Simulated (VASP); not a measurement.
# AgI (F-43m) in VASP: notebook

Runs on AgI. Level: r2SCAN. Tasks: elastic constants.

Program: VASP 6.6.1. These are calculated values, not measurements. Logs are shortened: lines on timing, memory, paths and dates and some standing lists are left out, and cuts for length are marked.

## 1. The cell of the first run

Symmetry: F-43m, No. 216, cubic system. The conventional cell has a = 6.240 Å, b = 6.240 Å, c = 6.240 Å, α = 90.00°, β = 90.00°, γ = 90.00°. Within 3.6 Å of Ag (site symmetry -43m) lie 4 I at 2.70 Å. I (site symmetry -43m) has 4 Ag at 2.70 Å within 3.6 Å.

## 2. Elastic constants, r2SCAN

INCAR

```
PREC = Accurate
ENCUT = 550
EDIFF = 1E-8
ISMEAR = 0
SIGMA = 0.01
LREAL = False
LASPH = True
NELM = 120
ALGO = Normal
ISIF = 3
LWAVE = False
LCHARG = False
METAGGA = R2SCAN
LMIXTAU = True
NBANDS = 16
IBRION = 6
NFREE = 2
POTIM = 0.015
NSW = 1
GGA_COMPAT = False
KPAR = 4
```

KPOINTS

```
Automatic mesh
0
Gamma
  8 8 8
```

POSCAR

```
AgI
1.0
    0.0000000000      3.1198298284      3.1198298284
    3.1198298284      0.0000000000      3.1198298284
    3.1198298284      3.1198298284      0.0000000000
Ag I
1 1
Direct
    0.0000000000      0.0000000000      0.0000000000
    0.7500000000      0.7500000000      0.7500000000
```

Potentials or basis: VASP PAW PBE potentials, release 64 (Ag, I).

Started as:

```
cat potpaw_PBE.64/Ag/POTCAR potpaw_PBE.64/I/POTCAR > POTCAR
mpirun -np 4 vasp_std > vasp.out
```

OUTCAR:

```text
PREC = Accurate
   ENCUT = 550
   EDIFF = 1E-8
   ISMEAR = 0
   LREAL = False
   LASPH = True
   NELM = 120
   ISIF = 3
   METAGGA = R2SCAN
   IBRION = 6
   NFREE = 2
   POTIM = 0.015
   NSW = 1

 ion  position               nearest neighbor table
   1  0.000  0.000  0.000-   2 2.70   2 2.70   2 2.70   2 2.70
   2  0.750  0.750  0.750-   1 2.70   1 2.70   1 2.70   1 2.70

  LATTYP: Found a face centered cubic cell.
 ALAT       =     6.2396596568

  Lattice vectors:

 A1 = (   0.0000000000,   3.1198298284,   3.1198298284)
 A2 = (   3.1198298284,   0.0000000000,   3.1198298284)
 A3 = (   3.1198298284,   3.1198298284,   0.0000000000)

Analysis of symmetry for initial positions (statically):
=====================================================================
 Subroutine PRICEL returns:
 Original cell was already a primitive cell.

 Routine SETGRP: Setting up the symmetry group for a
 face centered cubic supercell.

 Subroutine GETGRP returns: Found 24 space group operations
 (whereof 24 operations were pure point group operations)
 out of a pool of 48 trial point group operations.

The static configuration has the point symmetry T_d .

Analysis of symmetry for dynamics (positions and initial velocities):
=====================================================================
 Subroutine PRICEL returns:
 Original cell was already a primitive cell.

 Routine SETGRP: Setting up the symmetry group for a
 face centered cubic supercell.

 Subroutine GETGRP returns: Found 24 space group operations
 (whereof 24 operations were pure point group operations)
 out of a pool of 48 trial point group operations.

The dynamic configuration has the point symmetry T_d .

 Subroutine INISYM returns: Found 24 space group operations
 (whereof 24 operations are pure point group operations),
 and found     1 'primitive' translations

[... 340 lines left out ...]
 fundamental gap:      1.7911639823
 Fermi energy:         4.4441390160

 k-point     1 :       0.0000    0.0000    0.0000
  band No.  band energies     occupation
      1      -9.6406      2.00000
      2      -0.8503      2.00000
      3      -0.8292      2.00000
      4      -0.8076      2.00000
      5       0.6238      2.00000
      6       0.6241      2.00000
[... 433 lines left out ...]
      3      -0.6106      2.00000
      4      -0.3923      2.00000
      5       0.5789      2.00000
      6       0.6799      2.00000
[... 8 lines left out ...]
     15      15.5934      0.00000
     16      16.4914      0.00000

 [... further k-points ...]
[... 5 lines left out ...]
  --------------------------------------------------------------------------------------
  -------------------------------------------------------------------------------------
  Total        2.5793285      2.5816227      2.5816227      0.0000000     -0.1297194      0.0000000
  in kB       68.0447349     68.1052585     68.1052585      0.0000000     -3.4221003      0.0000000
  external PRESSURE =      68.0850840 kB  Pullay stress =       0.0000000 kB
[... 17 lines left out ...]
  FREE ENERGIE OF THE ION-ELECTRON SYSTEM (eV)
  ---------------------------------------------------
  free  energy   TOTEN  =       -46.3399980585 eV

  energy  without entropy=      -46.3399980585  energy(sigma->0) =      -46.33999806

 INTERNAL STRAIN TENSORS FROM STRAINED CELLS
 ============================================

 INTERNAL STRAIN TENSOR FOR ION    1 for displacements in x,y,z  (eV/Angst):
          X           Y           Z          XY          YZ          ZX
  --------------------------------------------------------------------------------
  x     0.00000     0.00000    -0.00000     0.00000    -8.64730    -0.00000
  y     0.00000     0.00000    -0.00000    -0.00000    -0.00000    -8.64729
  z     0.00000     0.00000    -0.00000    -8.64592     0.00000     0.00000

 INTERNAL STRAIN TENSORS FROM DISPLACED ATOMS
 ============================================

 INTERNAL STRAIN TENSOR FOR ION    1 for displacements in x,y,z  (eV/Angst):
          X           Y           Z          XY          YZ          ZX
  --------------------------------------------------------------------------------
  x     0.00000     0.00000     0.00000     0.00000    -8.64955     0.00000
  y    -0.00000    -0.00000    -0.00000     0.00000     0.00000    -8.64955
  z     0.00000     0.00000     0.00000    -8.64955     0.00000     0.00000

 INTERNAL STRAIN TENSOR FOR ION    2 for displacements in x,y,z  (eV/Angst):
          X           Y           Z          XY          YZ          ZX
  --------------------------------------------------------------------------------
  x     0.00000    -0.00000    -0.00000     0.00000     8.64694     0.00000
  y     0.00000     0.00000     0.00000     0.00000     0.00000     8.64694
  z    -0.00000    -0.00000     0.00000     8.64694     0.00000     0.00000

 Eigenvectors and eigenvalues of the dynamical matrix
 ----------------------------------------------------

   1 f  =    4.178558 THz    26.254655 2PiTHz  139.381698 cm-1    17.281120 meV
             X         Y         Z           dx          dy          dz
      0.000000  0.000000  0.000000     0.000000    0.735514    0.000000
      4.679745  4.679745  4.679745     0.000000   -0.677510    0.000000
[... 21 lines left out ...]
   6 f/i=    0.001841 THz     0.011566 2PiTHz    0.061404 cm-1     0.007613 meV
             X         Y         Z           dx          dy          dz
      0.000000  0.000000  0.000000     0.000000    0.000000   -0.677510
      4.679745  4.679745  4.679745     0.000000    0.000000   -0.735514

--------------------------------------------------------------------------------------------------------

 ELASTIC MODULI CONTR FROM IONIC RELAXATION (kBar)
 Direction    XX          YY          ZZ          XY          YZ          ZX
 --------------------------------------------------------------------------------
 XX          -0.0000     -0.0000     -0.0000      0.0000      0.0000     -0.0000
 YY          -0.0000     -0.0000     -0.0000      0.0000      0.0000     -0.0000
 ZZ          -0.0000     -0.0000     -0.0000      0.0000      0.0000     -0.0000
 XY           0.0000      0.0000      0.0000   -473.6984      0.0000      0.0000
 YZ           0.0000      0.0000      0.0000      0.0000   -473.6984      0.0000
 ZX          -0.0000     -0.0000     -0.0000      0.0000      0.0000   -473.6984
 --------------------------------------------------------------------------------

 TOTAL ELASTIC MODULI (kBar)
 Direction    XX          YY          ZZ          XY          YZ          ZX
 --------------------------------------------------------------------------------
 XX         533.8745    563.0878    563.0878      0.0000      0.0000      0.0000
 YY         563.0878    533.8745    563.0878      0.0000      0.0000     -0.0000
 ZZ         563.0878    563.0878    533.8745     -0.0000      0.0000     -0.0000
 XY           0.0000      0.0000     -0.0000    -14.6582      0.0000      0.0000
 YZ           0.0000      0.0000      0.0000      0.0000    -14.6582      0.0000
 ZX           0.0000     -0.0000     -0.0000      0.0000      0.0000    -14.6582
 --------------------------------------------------------------------------------
```

OSZICAR:

```text
N       E                     dE             d eps       ncg     rms          rms(c)
DAV:   1     0.518152636288E+02    0.51815E+02   -0.83166E+03   928   0.103E+03
DAV:   2    -0.475761967148E+02   -0.99391E+02   -0.93214E+02  1160   0.210E+02
DAV:   3    -0.508973165692E+02   -0.33211E+01   -0.33147E+01  1128   0.401E+01
[... 293 lines left out ...]
DAV:   6    -0.463399974925E+02   -0.29597E-04   -0.20383E-05  3280   0.338E-02    0.625E-03
DAV:   7    -0.463399978537E+02   -0.36112E-06   -0.46159E-07  4152   0.626E-03    0.188E-03
DAV:   8    -0.463399978824E+02   -0.28731E-07   -0.81472E-08  3304   0.275E-03    0.176E-03
DAV:   9    -0.463399980269E+02   -0.14453E-06   -0.36940E-08  3488   0.159E-03    0.486E-04
DAV:  10    -0.463399980595E+02   -0.32610E-07   -0.20337E-08  2864   0.115E-03    0.304E-04
DAV:  11    -0.463399980585E+02    0.10170E-08   -0.14398E-09  1920   0.274E-04
  17 F= -.46339998E+02 E0= -.46339998E+02  d E =-.642092E-39
```

stdout:

```text
POSCAR found type information on POSCAR AgI
 POSCAR found :  2 types and       2 ions
 scaLAPACK will be used
 -----------------------------------------------------------------------------
|                                                                             |
|                                                                             |
|     You enforced a specific xc type in the INCAR file but a different       |
|     I HOPE YOU KNOW WHAT YOU ARE DOING!                                     |
[... 32 lines left out ...]
 Finite differences progress:
 bond charge predicted
 Finite differences progress:
 bond charge predicted
 Finite differences progress:
 bond charge predicted
 Finite differences progress:
 bond charge predicted
 Finite differences progress:
 bond charge predicted
 Finite differences progress:
 bond charge predicted
 Finite differences progress:
```

Run time: 29 min. Hardware: 4 MPI ranks of Intel Xeon Platinum 8259CL at 2.50GHz (Skylake/Cascade Lake), shared host; peak memory 0.43 GiB.

What came out:

```yaml
Elastic_constants_C11_C12_C44: 53, 56, -1 GPa
Voigt_bulk_modulus: 55 GPa
Highest_phonon_frequency_at_Γ_LO-TO_splitting_left_out: 139 cm⁻¹
```

Phonon frequencies in cm⁻¹ (negative: imaginary):
| q point | frequencies |
| --- | --- |
| (0.000, 0.000, 0.000) | 0 0 0 139 139 139 |

Elastic tensor in Voigt notation (GPa, in the Cartesian axes of the cell as first typed):
```
53 56 56  0  0  0
56 53 56  0  0  0
56 56 53  0  0  0
 0  0  0 -1  0  0
 0  0  0  0 -1  0
 0  0  0  0  0 -1
```

Clamped-ion elastic tensor (GPa):
```
53 56 56  0  0  0
56 53 56  0  0  0
56 56 53  0  0  0
 0  0  0 46  0  0
 0  0  0  0 46  0
 0  0  0  0  0 46
```

Caveat: the cell is under stress, which shifts elastic constants; the elastic tensor has a negative eigenvalue, so either the cell is unstable as it stands or the mesh is too thin; the PAW data sets were made with another functional, which shifts forces and pressure a little; spin-orbit coupling is left out, which moves the levels of the heavy elements.

## 3. Elastic constants, r2SCAN

This run uses another cell than the first one, of 29.08 Å³/atom.

INCAR

```
SYSTEM = AgI
  PREC = Accurate
  ENCUT = 550
  EDIFF = 1E-8
  ISMEAR = 0
  SIGMA = 0.01
  LREAL = .False.
  LASPH = .True.
  NELM = 120
  ALGO = Normal
  ISIF = 3
  LWAVE = .False.
  LCHARG = .False.
  METAGGA = R2SCAN
  LMIXTAU = .True.
  NBANDS = 16
  IBRION = 6
  NFREE = 2
  POTIM = 0.015
  NSW = 1
  GGA_COMPAT = .False.
  KPAR = 4
```

KPOINTS

```
regular mesh
0
Gamma
  8 8 8
  0 0 0
```

POSCAR

```
AgI
1.0
    0.0000000000      3.0751984684      3.0751984684
    3.0751984684      0.0000000000      3.0751984684
    3.0751984684      3.0751984684      0.0000000000
Ag I
1 1
Direct
    0.0000000000      0.0000000000      0.0000000000
    0.7500000000      0.7500000000      0.7500000000
```

Potentials or basis: VASP PAW PBE potentials, release 64 (Ag, I).

Started as:

```
cat potpaw_PBE.64/Ag/POTCAR potpaw_PBE.64/I/POTCAR > POTCAR
mpirun -np 4 vasp_std > vasp.out
```

Wall time 19 min (4 MPI ranks of Intel Xeon Platinum 8488C (Sapphire Rapids), shared host); peak memory 0.4 GiB.

The run converged. Its results:

* Elastic constants C11, C12, C44: 61, 68, -6 GPa
* Voigt bulk modulus: 66 GPa
* Highest phonon frequency at Γ, LO-TO splitting left out: 153 cm⁻¹

Phonon frequencies in cm⁻¹ (negative: imaginary):
```
              q point        frequencies
(0.000, 0.000, 0.000)  0 0 0 153 153 153
```

Elastic tensor in Voigt notation (GPa, in the Cartesian axes of the cell as first typed):
```
61 68 68  0  0  0
68 61 68  0  0  0
68 68 61  0  0  0
 0  0  0 -6  0  0
 0  0  0  0 -6  0
 0  0  0  0  0 -6
```

Clamped-ion elastic tensor (GPa):
```
61 68 68  0  0  0
68 61 68  0  0  0
68 68 61  0  0  0
 0  0  0 55  0  0
 0  0  0  0 55  0
 0  0  0  0  0 55
```

Caveat: the cell is under stress, which shifts elastic constants; the elastic tensor has a negative eigenvalue, so either the cell is unstable as it stands or the mesh is too thin; the PAW data sets were made with another functional, which shifts forces and pressure a little; spin-orbit coupling is left out, which moves the levels of the heavy elements.
